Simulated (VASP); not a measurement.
Set up this calculation in VASP 6.6.1, as the native input.

| Item | Value |
| --- | --- |
| Task | single point |
| Functional | r2SCAN |
| Potentials or basis | VASP PAW PBE potentials, release 64 (Ir_sv_GW) |
| Cutoff | 550 eV |
| k mesh | 12 × 12 × 12 |
| Occupations | fermi-dirac, width 0.05 eV |
| Spin | no spin polarisation |
| Dipole correction | no |
| Second run | valence_matched |
| Further INCAR settings | ALGO = Normal; EDIFF = 1e-06; NBANDS = 14 |

The system is Ir.

```xyz
1
Lattice="0.0000 1.9532 1.9532 1.9532 0.0000 1.9532 1.9532 1.9532 0.0000" Properties=species:S:1:pos:R:3 pbc="T T T"
Ir    0.0000    0.0000    0.0000
```

These files were run (other wordings do the same):

POSCAR

```
Ir
1.0
    0.0000000000      1.9531703226      1.9531703226
    1.9531703226      0.0000000000      1.9531703226
    1.9531703226      1.9531703226      0.0000000000
Ir
1
Direct
    0.0000000000      0.0000000000      0.0000000000
```

INCAR.step1

```
SYSTEM = Ir
ALGO = Normal
EDIFF = 1E-5
ENCUT = 550
GGA = PE
GGA_COMPAT = .False.
ISMEAR = -1
LASPH = .True.
LCHARG = .False.
LREAL = .False.
LWAVE = .True.
NBANDS = 14
NELM = 120
PREC = Accurate
SIGMA = 0.05
```

INCAR.step2

```
SYSTEM = Ir
ALGO = Normal
EDIFF = 1E-6
ENCUT = 550
GGA_COMPAT = .False.
ISIF = 2
ISMEAR = -1
ISTART = 1
LASPH = .True.
LCHARG = .False.
LMIXTAU = .True.
LREAL = .False.
LWAVE = .False.
METAGGA = R2SCAN
NBANDS = 14
NELM = 120
PREC = Accurate
SIGMA = 0.05
```

KPOINTS

```
k-points
0
Gamma
  12 12 12
  0 0 0
```

Potentials or basis: VASP PAW PBE potentials, release 64 (Ir_sv_GW).

Run with:

```sh
$ cat potpaw_PBE.64/Ir_sv_GW/POTCAR > POTCAR
$ cp INCAR.step1 INCAR
$ mpirun -np 1 vasp_std > vasp.out
$ cp INCAR.step2 INCAR
$ mpirun -np 1 vasp_std > vasp.out
```

It gave:

The pressure is -18.5 GPa.

Caveat: the PAW data sets were made with another functional, which shifts forces and pressure a little.

Run time: 48 s on 1 thread of Intel(R) Xeon(R) Platinum 8259CL CPU @ 2.50GHz (Skylake/Cascade Lake) (shared host), peak memory 0.16 GiB.
